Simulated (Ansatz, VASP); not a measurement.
One calculation of H3CCl, two programs

```
C Cl H
1.0
     8.71713    0.00000    0.00000
     0.00000    8.71713    0.00000
     0.00000    0.00000    8.71713
C Cl H
8 8 24
Direct
  0.83437 0.88195 0.88241
  0.50380 0.41669 0.63434
  0.43033 0.94398 0.70303
  0.62940 0.22317 0.02983
  0.54108 0.74259 0.26115
  0.99017 0.42671 0.08954
  0.24504 0.18370 0.31227
  0.10570 0.66554 0.43895
  0.92416 0.91351 0.06496
  0.36213 0.51146 0.74790
  0.30379 0.01332 0.84922
  0.64891 0.22255 0.23518
  0.39655 0.68214 0.12801
  0.91198 0.49030 0.91000
  0.13553 0.24991 0.47406
  0.07139 0.85757 0.50708
  0.81619 0.99310 0.82708
  0.91094 0.81179 0.81247
  0.72486 0.82401 0.90246
  0.46281 0.41259 0.51583
  0.61148 0.48137 0.64340
  0.51798 0.29937 0.67793
  0.54023 0.00484 0.71225
  0.44551 0.81987 0.71965
  0.37643 0.96665 0.59213
  0.61052 0.34144 0.99198
  0.73720 0.17916 0.98273
  0.53241 0.14947 0.99883
  0.49568 0.73127 0.37766
  0.64162 0.66896 0.24560
  0.57033 0.86232 0.23724
  0.96613 0.30428 0.10210
  0.11373 0.44850 0.08805
  0.93473 0.49136 0.18171
  0.32429 0.27495 0.27804
  0.30969 0.08073 0.34618
  0.16672 0.15613 0.21776
  0.09627 0.66756 0.31368
  0.22096 0.63113 0.47436
  0.02223 0.58775 0.49099
```

Alike in both runs: functional PBE; dispersion D3(BJ); k mesh 1 × 1 × 1; occupations fermi-dirac, width 0.05 eV; no spin polarisation.

Ansatz relaxed the structure, and its values are those at the end. VASP's run is a single point on that final structure, the one shown.

|  | VASP | Ansatz |
| --- | --- | --- |
| version | VASP 6.6.1 | Ansatz 0.2.0 |
| potentials or method | VASP PAW PBE potentials, release 64 (C, Cl, H), cutoff 520 eV | scalar-relativistic, plane waves, PAW |
| valence electrons in the cell | 112 | 112 |

```csv
,VASP,Ansatz,Ansatz less VASP
gap on the k mesh at the Fermi level (eV),5.33,5.31,-0.026
rms of the force components (eV/Å),0.061,0.054,-0.0068
```

Ansatz's warnings: xc potential rough in thin density.
